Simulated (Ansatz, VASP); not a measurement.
Two plane-wave programs on B27SbP26

```
B Sb P
1.0
     0.00000    6.79822    6.79822
     6.79822    0.00000    6.79822
     6.79822    6.79822    0.00000
B Sb P
27 1 26
Direct
  0.00000 0.00000 0.00000
  0.00000 0.00000 0.33333
  0.00000 0.00000 0.66667
  0.00000 0.33333 0.00000
  0.00000 0.33333 0.33333
  0.00000 0.33333 0.66667
  0.00000 0.66667 0.00000
  0.00000 0.66667 0.33333
  0.00000 0.66667 0.66667
  0.33333 0.00000 0.00000
  0.33333 0.00000 0.33333
  0.33333 0.00000 0.66667
  0.33333 0.33333 0.00000
  0.33333 0.33333 0.33333
  0.33333 0.33333 0.66667
  0.33333 0.66667 0.00000
  0.33333 0.66667 0.33333
  0.33333 0.66667 0.66667
  0.66667 0.00000 0.00000
  0.66667 0.00000 0.33333
  0.66667 0.00000 0.66667
  0.66667 0.33333 0.00000
  0.66667 0.33333 0.33333
  0.66667 0.33333 0.66667
  0.66667 0.66667 0.00000
  0.66667 0.66667 0.33333
  0.66667 0.66667 0.66667
  0.25000 0.25000 0.25000
  0.25000 0.25000 0.58333
  0.25000 0.25000 0.91667
  0.25000 0.58333 0.25000
  0.25000 0.58333 0.58333
  0.25000 0.58333 0.91667
  0.25000 0.91667 0.25000
  0.25000 0.91667 0.58333
  0.25000 0.91667 0.91667
  0.58333 0.25000 0.25000
  0.58333 0.25000 0.58333
  0.58333 0.25000 0.91667
  0.58333 0.58333 0.25000
  0.58333 0.58333 0.58333
  0.58333 0.58333 0.91667
  0.58333 0.91667 0.25000
  0.58333 0.91667 0.58333
  0.58333 0.91667 0.91667
  0.91667 0.25000 0.25000
  0.91667 0.25000 0.58333
  0.91667 0.25000 0.91667
  0.91667 0.58333 0.25000
  0.91667 0.58333 0.58333
  0.91667 0.58333 0.91667
  0.91667 0.91667 0.25000
  0.91667 0.91667 0.58333
  0.91667 0.91667 0.91667
```

Alike in both runs: task electric field gradients; functional PBE; k mesh 3 × 3 × 3; occupations fermi-dirac, width 0.01 eV; no spin polarisation.

|  | VASP | Ansatz |
| --- | --- | --- |
| version | VASP 6.6.1 | Ansatz 0.2.0 |
| potentials or method | VASP PAW PBE potentials, release 64 (B, Sb, P) | plane-wave PAW, scalar-relativistic |
| plane-wave cutoff (eV) | 520 | 420 |
| valence electrons in the cell | 216 | 226 |

VASP gave:

| Item | Value |
| --- | --- |
| gap on the k mesh at the Fermi level (eV) | 1.18 |
| pressure (GPa) | 5.7 |
| rms of the force components (eV/Å) | 0.850 |
| size of Vzz on the site where it differs most (V/Å²) | 1.8 |

Task: Estimate Ansatz's values.

Result: gap on the k mesh at the Fermi level (eV): 1.19; pressure (GPa): 5.8; rms of the force components (eV/Å): 0.809; size of Vzz on the site where it differs most (V/Å²): 1.8.

Atom by atom the forces differ by 0.041 eV/Å (rms over components). VASP's potentials hold 216 valence electrons a cell and Ansatz's 226, so a difference there can come from the potentials and not from the codes.

Neither program's run includes spin-orbit coupling.
